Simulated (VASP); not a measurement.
# TiC (NiAs type) (P6_3/mmc) in VASP: notebook

TiC (NiAs type) is run at these levels: PBE; tasks: single point, relaxation of cell and atoms.

Everything below comes from runs of VASP 6.6.1. Logs are shortened: lines on timing, memory, paths and dates and some standing lists are left out, and cuts for length are marked.

## Step 1: The cell of the first run

It takes space group P6_3/mmc (No. 194, hexagonal). The conventional cell has a = 3.042 Å, b = 3.042 Å, c = 5.380 Å, α = 90.00°, β = 90.00°, γ = 120.00°. Ti (site symmetry -3m) has 6 C at 2.21 Å and 2 Ti at 2.69 Å within 2.9 Å. Within 2.9 Å of C (site symmetry -6m2) lie 6 Ti at 2.21 Å.

## Step 2: Single point, PBE

INCAR

```
SYSTEM = TiC
ALGO = Normal
EDIFF = 1E-6
ENCUT = 520
GGA = PE
ISIF = 2
ISMEAR = -1
LASPH = .TRUE.
LCHARG = .FALSE.
LREAL = .FALSE.
LWAVE = .FALSE.
NBANDS = 24
NELM = 100
PREC = Accurate
SIGMA = 0.05
```

KPOINTS

```
k-points
0
G
  10 10 6
  0 0 0
```

POSCAR

```
TiC
1.0
    3.0419084021      0.0000000000      0.0000000000
   -1.5209542010      2.6343699522      0.0000000000
    0.0000000000      0.0000000000      5.3804064923
Ti C
2 2
Direct
    0.0000000000      0.0000000000      0.0000000000
    0.0000000000      0.0000000000      0.5000000000
    0.3333333333      0.6666666667      0.2500000000
    0.6666666667      0.3333333333      0.7500000000
```

Potentials or basis: VASP PAW PBE potentials, release 64 (Ti_sv, C).

Command:

```
cat potpaw_PBE.64/Ti_sv/POTCAR potpaw_PBE.64/C/POTCAR > POTCAR
mpirun -np 1 vasp_std > vasp.out
```

OUTCAR:

```text
SYSTEM = TiC
   EDIFF = 1E-6
   ENCUT = 520
   GGA = PE
   ISIF = 2
   ISMEAR = -1
   LASPH = .TRUE.
   LREAL = .FALSE.
   NELM = 100
   PREC = Accurate

 ion  position               nearest neighbor table
   1  0.000  0.000  0.000-   3 2.21   4 2.21   3 2.21   4 2.21   4 2.21   3 2.21   2 2.69   2 2.69

   2  0.000  0.000  0.500-   3 2.21   4 2.21   3 2.21   4 2.21   4 2.21   3 2.21   1 2.69   1 2.69

   3  0.333  0.667  0.250-   1 2.21   2 2.21   1 2.21   2 2.21   1 2.21   2 2.21
   4  0.667  0.333  0.750-   1 2.21   2 2.21   1 2.21   2 2.21   1 2.21   2 2.21

  LATTYP: Found a hexagonal cell.
 ALAT       =     3.0419084021
 C/A-ratio  =     1.7687601930

  Lattice vectors:

 A1 = (   3.0419084021,   0.0000000000,   0.0000000000)
 A2 = (  -1.5209542010,   2.6343699522,   0.0000000000)
 A3 = (   0.0000000000,   0.0000000000,   5.3804064923)

Analysis of symmetry for initial positions (statically):
=====================================================================
 Subroutine PRICEL returns:
 Original cell was already a primitive cell.

 Routine SETGRP: Setting up the symmetry group for a
 hexagonal supercell.

 Subroutine GETGRP returns: Found 24 space group operations
 (whereof 12 operations were pure point group operations)
 out of a pool of 24 trial point group operations.

The static configuration has the point symmetry D_3d.
 The point group associated with its full space group is D_6h.

Analysis of symmetry for dynamics (positions and initial velocities):
=====================================================================
 Subroutine PRICEL returns:
 Original cell was already a primitive cell.

 Routine SETGRP: Setting up the symmetry group for a
 hexagonal supercell.

 Subroutine GETGRP returns: Found 24 space group operations
 (whereof 12 operations were pure point group operations)
 out of a pool of 24 trial point group operations.

The dynamic configuration has the point symmetry D_3d.
 The point group associated with its full space group is D_6h.

 Subroutine INISYM returns: Found 24 space group operations
 (whereof 12 operations are pure point group operations),
 and found     1 'primitive' translations

----------------------------------------------------------------------------------------

                                     Primitive cell

  volume of cell :      43.1160

  direct lattice vectors                    reciprocal lattice vectors
     3.041908402  0.000000000  0.000000000     0.328740997  0.189798703  0.000000000
    -1.520954201  2.634369952  0.000000000     0.000000000  0.379597406  0.000000000
     0.000000000  0.000000000  5.380406492     0.000000000  0.000000000  0.185859563

  length of vectors
     3.041908402  3.041908402  5.380406492     0.379597406  0.379597406  0.185859563

  position of ions in fractional coordinates (direct lattice)
     0.000000000  0.000000000  0.000000000
     0.000000000  0.000000000  0.500000000
     0.333333333  0.666666667  0.250000000
     0.666666667  0.333333333  0.750000000

  ion indices of the primitive-cell ions
   primitive index   ion index
                 1           1
                 2           2
                 3           3
                 4           4

----------------------------------------------------------------------------------------

 KPOINTS: k-points

Automatic generation of k-mesh.
 Grid dimensions read from file:
 generate k-points for:   10   10    6

 Generating k-lattice:

  Cartesian coordinates                     Fractional coordinates (reciprocal lattice)
     0.032874100  0.018979870  0.000000000     0.100000000 -0.000000000  0.000000000
     0.000000000  0.037959741  0.000000000     0.000000000  0.100000000  0.000000000
     0.000000000  0.000000000  0.030976594     0.000000000  0.000000000  0.166666667

  Length of vectors
     0.037959741  0.037959741  0.030976594

  Shift w.r.t. Gamma in fractional coordinates (k-lattice)
     0.000000000  0.000000000  0.000000000

 Subroutine IBZKPT returns following result:
 ===========================================

 Found     56 irreducible k-points:

 Following reciprocal coordinates:
            Coordinates               Weight
  0.000000  0.000000  0.000000      1.000000
  0.100000  0.000000  0.000000      6.000000
  0.200000  0.000000  0.000000      6.000000
  0.300000  0.000000  0.000000      6.000000
  0.400000  0.000000  0.000000      6.000000
  0.500000  0.000000  0.000000      3.000000
[... 16 lines left out ...]
  0.300000  0.100000  0.166667     24.000000
  0.400000  0.100000  0.166667     24.000000
 [... further k-points ...]
   k-points           NKPTS =     56   k-points in BZ     NKDIM =     56   number of bands    NBANDS=     24
   number of dos      NEDOS =    301   number of ions     NIONS =      4
   total plane-waves  NPLWV =  23040
   dimension x,y,z NGX =    24 NGY =   24 NGZ =   40
   dimension x,y,z NGXF=    48 NGYF=   48 NGZF=   80
   ions per type =               2   2
   NGX,Y,Z   is equivalent  to a cutoff of  13.12, 13.12, 12.36 a.u.
   NGXF,Y,Z  is equivalent  to a cutoff of  26.23, 26.23, 24.72 a.u.
 SYSTEM =  TiC
   PREC   = accura    normal or accurate (medium, high low for compatibility)
   ISTART =      0    job   : 0-new  1-cont  2-samecut
   ICHARG =      2    charge: 1-file 2-atom 10-const
   ISPIN  =      1    spin polarized calculation?
   LNONCOLLINEAR =      F non collinear calculations
   LSORBIT =      F    spin-orbit coupling
   LASPH  =      T    aspherical Exc in radial PAW
   ENCUT  =  520.0 eV  38.22 Ry    6.18 a.u.   5.66  5.66 10.00*2*pi/ulx,y,z
   NELM   =    100;   NELMIN=  2; NELMDL= -5     # of ELM steps
   EDIFF  = 0.1E-05   stopping-criterion for ELM
   LREAL  =      F    real-space projection
   EDIFFG = 0.1E-04   stopping-criterion for IOM
   NSW    =      0    number of steps for IOM
   IBRION =     -1    ionic relax: 0-MD 1-quasi-New 2-CG
   NFREE  =      0    steps in history (QN), initial steepest desc. (CG)
   ISIF   =      2    stress and relaxation
   ISYM   =      2    0-nonsym 1-usesym 2-fastsym
   POTIM  = 0.5000    time-step for ionic-motion
   TEBEG  =    0.0;   TEEND  =   0.0 temperature during run
   PSTRESS=    0.0 pullay stress
   NELECT =      32.0000    total number of electrons
   NUPDOWN=      -1.0000    fix difference up-down
   EMIN   =  10.00;   EMAX   =-10.00  energy-range for DOS
   EFERMI =   0.00;   METHOD = LEGACY
   ISMEAR =    -1;   SIGMA  =   0.05  broadening in eV -4-tet -1-fermi 0-gaus
   EFERMI_NEDOS =   21; number of points for ismear=-14 and -15
   IALGO  =     38    algorithm
   IMIX   =      4    mixing-type and parameters
     AMIX     =   0.40;   BMIX     =  1.00
     AMIX_MAG =   1.60;   BMIX_MAG =  1.00
  volume/ion in A,a.u.               =      10.78        72.74
  Fermi-wavevector in a.u.,A,eV,Ry     =   1.482218  2.800986 29.891605  2.196971
  Thomas-Fermi vector in A             =   2.596032
   LORBIT       =      0    0 simple, 1 ext, 2 COOP (PROOUT), +10 PAW based schemes
   GGA     = PE    functional components
   LHFCALC =     F    Hartree Fock is set to
   AEXX    =    0.0000 exact exchange contribution
   IVDW    =     0    specifies the selected vdW correction
   LEPSILON=     F    determine dielectric tensor
   LRPA    =     F    only Hartree local field effects (RPA)
 non-spin polarized calculation
  energy-cutoff  :      520.00
  volume of cell :       43.12
 maximum number of plane-waves:      1184
 NGX is ok and might be reduce to    24
   NGX = 11   NGY = 11   NGZ = 21

 number of electron      32.0000002 magnetization

 Free energy of the ion-electron system (eV)
  ---------------------------------------------------
  ext. energy  EPLUGINS =         0.00000000
  ---------------------------------------------------
  free energy    TOTEN  =       -35.67180603 eV

  energy without entropy =      -35.66164122  energy(sigma->0) =      -35.66672362

 E-fermi :   8.5435     XC(G=0): -12.3458

 val. band max:        8.5025328908   @ k =   0.2000   0.0000   0.1667
 cond. band min:       8.5551127284   @ k =   0.4000   0.0000   0.3333
 fundamental gap:      0.0525798377
 Fermi energy:         8.5435435743

 k-point     1 :       0.0000    0.0000    0.0000
  band No.  band energies     occupation
      1     -48.0592      2.00000
      2     -47.9575      2.00000
      3     -24.5920      2.00000
      4     -24.1590      2.00000
      5     -24.1590      2.00000
      6     -24.0789      2.00000
[... 16 lines left out ...]
     23      11.8756      0.00000
     24      13.4737      0.00000

 k-point     2 :       0.1000    0.0000    0.0000
  band No.  band energies     occupation
      1     -48.0542      2.00000
      2     -47.9528      2.00000
      3     -24.5828      2.00000
      4     -24.1980      2.00000
      5     -24.1677      2.00000
      6     -24.1128      2.00000
[... 16 lines left out ...]
     23      12.2887      0.00000
     24      13.4578      0.00000

 k-point     3 :       0.2000    0.0000    0.0000
  band No.  band energies     occupation
      1     -48.0411      2.00000
      2     -47.9407      2.00000
      3     -24.5585      2.00000
      4     -24.2989      2.00000
      5     -24.2009      2.00000
      6     -24.1905      2.00000
[... 16 lines left out ...]
     23      13.2742      0.00000
     24      13.5954      0.00000
[... 514 lines left out ...]
 k-point    23 :       0.3000    0.1000    0.1667
  band No.  band energies     occupation
      1     -48.0093      2.00000
      2     -47.9239      2.00000
      3     -24.4695      2.00000
      4     -24.4597      2.00000
      5     -24.3608      2.00000
      6     -24.2450      2.00000
[... 16 lines left out ...]
     23      12.9222      0.00000
     24      14.3342      0.00000

 k-point    24 :       0.4000    0.1000    0.1667
  band No.  band energies     occupation
      1     -48.0002      2.00000
      2     -47.9154      2.00000
      3     -24.5271      2.00000
      4     -24.4476      2.00000
      5     -24.4167      2.00000
      6     -24.2650      2.00000
[... 16 lines left out ...]
     23      12.6945      0.00000
     24      14.6284      0.00000

 [... further k-points ...]

------------------------ aborting loop because EDIFF is reached ----------------------------------------

  FORCE on cell =-STRESS in cart. coord.  units (eV):
  Direction    XX          YY          ZZ          XY          YZ          ZX
  --------------------------------------------------------------------------------------
  -------------------------------------------------------------------------------------
  Total        0.0341761      0.0341761      0.0374534      0.0000000     -0.0000000      0.0000000
  in kB        1.2699751      1.2699751      1.3917581      0.0000000     -0.0000000      0.0000000
  external PRESSURE =       1.3105694 kB  Pullay stress =       0.0000000 kB

 VOLUME and BASIS-vectors are now :
 -----------------------------------------------------------------------------
  energy-cutoff  :      520.00
  volume of cell :       43.12
      direct lattice vectors                 reciprocal lattice vectors
     3.041908402  0.000000000  0.000000000     0.328740997  0.189798703  0.000000000
    -1.520954201  2.634369952  0.000000000     0.000000000  0.379597406  0.000000000
     0.000000000  0.000000000  5.380406492     0.000000000  0.000000000  0.185859563

 POSITION                                       TOTAL-FORCE (eV/Angst)
 -----------------------------------------------------------------------------------
      0.00000      0.00000      0.00000        -0.000000      0.000000      0.000000
      0.00000      0.00000      2.69020        -0.000000      0.000000      0.000000
     -0.00000      1.75625      1.34510        -0.000000      0.000000      0.000000
      1.52095      0.87812      4.03530         0.000000     -0.000000     -0.000000
 -----------------------------------------------------------------------------------
    total drift:                               -0.000000      0.000000      0.000000

  FREE ENERGIE OF THE ION-ELECTRON SYSTEM (eV)
  ---------------------------------------------------
  free  energy   TOTEN  =       -35.6718060328 eV

  energy  without entropy=      -35.6616412153  energy(sigma->0) =      -35.66672362
```

Run time: 78 s. Hardware: 1 thread of Intel Xeon 8259CL, shared host; peak memory 0.19 GiB.

What came out:

```yaml
Free_energy: -35.6718 eV
Pressure: 0.1 GPa
Band_gap_on_the_k_mesh: zero (bands 16 and 17 overlap by 1.31 eV)
```

Levels at points of the mesh, in eV from the Fermi level:
```csv
k point,band 12,band 13,band 14,band 15,band 16,band 17,band 18,band 19,band 20,band 21
"(0.00, 0.00, 0.00)",-2.11,-2.11,-1.01,1.20,1.20,1.21,1.21,1.33,2.11,2.11
"(0.50, 0.00, 0.00)",-3.35,-2.36,-2.28,-1.30,-0.90,0.54,1.39,2.92,3.07,3.43
"(0.00, 0.00, 0.50)",-2.78,-1.07,-1.07,-1.07,-1.07,1.91,1.91,1.91,1.91,2.54
"(0.50, 0.00, 0.50)",-4.37,-1.93,-1.93,-1.32,-1.32,0.71,0.71,3.24,3.24,3.75
```

## Step 3: Relaxation of cell and atoms, PBE

This run uses another cell than the first one, of 13.99 Å³/atom.

INCAR

```
ALGO = Normal
EDIFF = 1E-6
EDIFFG = -0.005
ENCUT = 600
GGA = PE
IBRION = 2
ISIF = 3
ISMEAR = -1
LASPH = True
LCHARG = False
LREAL = False
LWAVE = False
NELM = 80
NSW = 60
PREC = Accurate
SIGMA = 0.05
```

KPOINTS

```
k-points
0
Gamma
  10 10 6
```

POSCAR

```
TiC
1.0
    3.4670299331      0.0000000000      0.0000000000
   -1.7335149665      3.0025359977      0.0000000000
    0.0000000000      0.0000000000      5.3738963963
Ti C
2 2
Direct
    0.0000000000      0.0000000000      0.0000000000
    0.0000000000      0.0000000000      0.5000000000
    0.3333333333      0.6666666667      0.2500000000
    0.6666666667      0.3333333333      0.7500000000
```

Potentials or basis: VASP PAW PBE potentials, release 64 (Ti_sv, C).

Command:

```
cat potpaw_PBE.64/Ti_sv/POTCAR potpaw_PBE.64/C/POTCAR > POTCAR
mpirun -np 1 vasp_std > vasp.out
```

It took 11 min on 1 thread of Intel Xeon 8259CL, shared host; peak memory 0.25 GiB.

It converged, with:

```yaml
Free_energy: -35.6859 eV
Relaxed_volume: 10.78 Å³/atom
Relaxed_cell: a = 3.042 Å, b = 3.042 Å, c = 5.380 Å, α = 90.00°, β = 90.00°, γ = 120.00°
Space_group_after_relaxing_to_0.1_Å: P6_3/mmc (No. 194)
Energy_gained_by_relaxing: 540.4 meV/atom
Ionic_steps: 6
Pressure_after_relaxing: 0.0 GPa
Band_gap_on_the_k_mesh: zero (bands 16 and 17 overlap by 1.31 eV)
```

Step by step:
```tsv
step	energy change (eV)	largest force (eV/Å)	pressure (GPa)	volume (Å³)
1	0.0000	0.0000	-31.31	55.94
2	-1.1280	0.0000	54.59	36.27
3	-2.1169	0.0000	2.75	42.81
4	-2.1176	0.0000	4.07	42.57
5	-2.1412	0.0000	-2.58	43.50
6	-2.1615	0.0000	-0.02	43.12
```

Final structure:
```xyz
4
Lattice="3.0420 0.0000 0.0000 -1.5210 2.6345 0.0000 0.0000 0.0000 5.3803" Properties=species:S:1:pos:R:3 pbc="T T T"
Ti    0.0000    0.0000    0.0000
Ti    0.0000    0.0000    2.6902
C     0.0000    1.7563    1.3451
C     1.5210    0.8782    4.0353
```

Levels at points of the mesh, in eV from the Fermi level:
```csv
k point,band 13,band 14,band 15,band 16,band 17,band 18,band 19,band 20
"(0.00, 0.00, 0.00)",-2.11,-1.01,1.20,1.20,1.21,1.21,1.33,2.11
"(0.50, 0.00, 0.00)",-2.36,-2.28,-1.30,-0.90,0.54,1.39,2.92,3.07
"(0.00, 0.00, 0.50)",-1.07,-1.07,-1.07,-1.07,1.91,1.91,1.91,1.91
"(0.50, 0.00, 0.50)",-1.93,-1.93,-1.32,-1.32,0.71,0.71,3.24,3.24
```

Caveat: the volume moved by over 15 % at a fixed basis, so the end points are rough.

The gap in the log of VASP goes by the Fermi energy; the results here count the filled bands.